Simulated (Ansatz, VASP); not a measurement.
This is a calculation of KTaO3 for VASP 6.6.1.

The input INCAR:

```
SYSTEM = KTaO3
PREC = Accurate ; ENCUT = 520
EDIFF = 1E-6 ; ISMEAR = -1
SIGMA = 0.05 ; LREAL = .FALSE.
LASPH = .TRUE. ; NELM = 60
ALGO = Normal ; ISIF = 2
LWAVE = .FALSE. ; LCHARG = .FALSE.
GGA = PS ; IVDW = 13
NBANDS = 27
```

Contents of KPOINTS:

```
regular mesh
0
G
  7 7 7
  0 0 0
```

Contents of POSCAR:

```
KTaO3
1.0
    4.0407836503      0.0000000000      0.0000000000
    0.0000000000      4.0407836503      0.0000000000
    0.0000000000      0.0000000000      4.0407836503
Ta K O
1 1 3
Direct
    0.0000000000      0.0000000000      0.0000000000
    0.5000000000      0.5000000000      0.5000000000
    0.0000000000      0.0000000000      0.5000000000
    0.0000000000      0.5000000000      0.0000000000
    0.5000000000      0.0000000000      0.0000000000
```

Potentials or basis: VASP PAW PBE potentials, release 64 (Ta_pv, K_sv, O).

Run with:

```sh
$ cat potpaw_PBE.64/Ta_pv/POTCAR potpaw_PBE.64/K_sv/POTCAR potpaw_PBE.64/O/POTCAR > POTCAR
$ mpirun -np 1 vasp_std > vasp.out
```

**Question.** Set up the same calculation for Ansatz 0.2.0. Potentials there: Ansatz PAW.

**Answer.** As run (the cutoff follows the program's own potentials):

File input.yaml:

```yaml
crystal:
  lattice:
    - [4.0407836503, 0.0, 0.0]
    - [0.0, 4.0407836503, 0.0]
    - [0.0, 0.0, 4.0407836503]
  atoms:
    - { symbol: Ta, position: [0.0, 0.0, 0.0] }
    - { symbol: K, position: [0.5, 0.5, 0.5] }
    - { symbol: O, position: [0.0, 0.0, 0.5] }
    - { symbol: O, position: [0.0, 0.5, 0.0] }
    - { symbol: O, position: [0.5, 0.0, 0.0] }
hamiltonian:
  xc: pbesol
  pseudopotentials: { kind: paw }
  dispersion: d4
kpoints:
  mp_grid: { grid: [7, 7, 7] }
scf:
  occupations: { method: fermi_dirac, width: 0.05 }
output:
  forces: true
  stress: true
  eigenvalues: true
```

Potentials or basis: Ansatz PAW.

The run is started by

```sh
$ ansatz run input.yaml --threads 2 --pin off --max-ram 5120MiB --backend cpu --events-out ev --progress --plain --runs-dir out
```

Both were run:

|  | VASP | Ansatz | Ansatz less VASP |
| --- | --- | --- | --- |
| gap on the k mesh at the Fermi level (eV) | 2.06 | 2.10 | +0.043 |
| least direct gap on the mesh (eV) | 2.64 | 2.68 | +0.035 |
| pressure (GPa) | -8.2 | -8.8 | -0.60 |

VASP's potentials were made for PBE, not for PBEsol. VASP's potentials hold 38 valence electrons a cell and Ansatz's 40, so a difference there can come from the potentials and not from the codes.

Neither program's run includes spin-orbit coupling. Noted on Ansatz's run: odd divisions of the mesh miss points on the zone boundary, where band edges often lie, so the gap on the mesh can be too wide.
